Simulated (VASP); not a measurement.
CdO:

```xyz
2
Lattice="0.0000 2.3610 2.3610 2.3610 0.0000 2.3610 2.3610 2.3610 0.0000" Properties=species:S:1:pos:R:3 pbc="T T T"
Cd    0.0000    0.0000    0.0000
O     2.3610    2.3610    2.3610
```

* Program: VASP 6.6.1
* Task: relaxation of cell and atoms
* Functional: LDA
* Potentials or basis: VASP PAW LDA potentials, release 64 (Cd, O)
* Cutoff: 600 eV
* k mesh: 16 × 16 × 16
* Occupations: gaussian, width 0.1 eV
* Spin: no spin polarisation

At the start: pressure -6.5 GPa; volume 13.16 Å³/atom.

Q: Where does the relaxation end?

A: Over 3 steps the energy falls by 12.3 meV/atom and the volume is 12.59 Å³/atom (-4.4 %); space group Fm-3m (No. 225, to 0.1 Å) before and after.

Step by step:
| step | energy change (eV) | largest force (eV/Å) | pressure (GPa) | volume (Å³) |
| --- | --- | --- | --- | --- |
| 1 | 0.0000 | 0.0000 | -6.54 | 26.32 |
| 2 | -0.0093 | 0.0000 | 6.00 | 24.33 |
| 3 | -0.0246 | 0.0000 | -0.02 | 25.17 |

Final structure:
```yaml
crystal:
  lattice:
    - [0.00000, 2.32614, 2.32614]
    - [2.32614, 0.00000, 2.32614]
    - [2.32614, 2.32614, 0.00000]
  atoms:
    - { symbol: Cd, position: [0.00000, 0.00000, 0.00000] }
    - { symbol: O, position: [0.50000, 0.50000, 0.50000] }
```
